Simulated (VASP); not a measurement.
Here is a VASP 6.6.1 calculation.

File INCAR:

```
SYSTEM = Zr3S2
PREC     = Accurate       ! precision mode
ENCUT    = 520            ! plane-wave cutoff, eV
EDIFF    = 1E-6           ! SCF threshold, eV
ISMEAR   = 0              ! smearing method
SIGMA    = 0.1            ! smearing width, eV
LREAL    = .False.        ! projectors in reciprocal space
LASPH    = .True.         ! aspherical terms in the spheres
NELM     = 60             ! most SCF steps
ALGO     = Normal         ! electronic algorithm
ISIF     = 2              ! what is computed and relaxed
LWAVE    = .False.        ! write WAVECAR
LCHARG   = .True.         ! write CHGCAR
GGA      = PE             ! functional
LELF     = .True.         ! ELF
LVHAR    = .True.       
NBANDS   = 32             ! bands
```

File KPOINTS:

```
regular mesh
0
Gamma
  5 5 5
  0 0 0
```

The input POSCAR:

```
Zr3S2
1.0
    2.9025379727      1.6757810799      3.4877732718
   -2.9025379727      1.6757810799      3.4877732718
    0.0000000000     -3.3515621597      3.4877732718
Zr S
3 2
Direct
    0.8387270000      0.5000000000      0.1612730000
    0.5000000000      0.1612730000      0.8387270000
    0.1612730000      0.8387270000      0.5000000000
    0.6650230000      0.6650230000      0.6650230000
    0.3349770000      0.3349770000      0.3349770000
```

Potentials or basis: VASP PAW PBE potentials, release 64 (Zr_sv, S).

Launch:

```console
$ cat potpaw_PBE.64/Zr_sv/POTCAR potpaw_PBE.64/S/POTCAR > POTCAR
$ mpirun -np 1 vasp_std > vasp.out
```

(1) Estimate the largest force.

(2) What does it give for the band gap on the k mesh?

(3) What does it give for the pressure?

Results:

(1) 0.071 eV/Å.

(2) zero (band 24 reaches 8.98 eV, above the bottom of band 25 at 8.77 eV).

(3) -0.9 GPa.
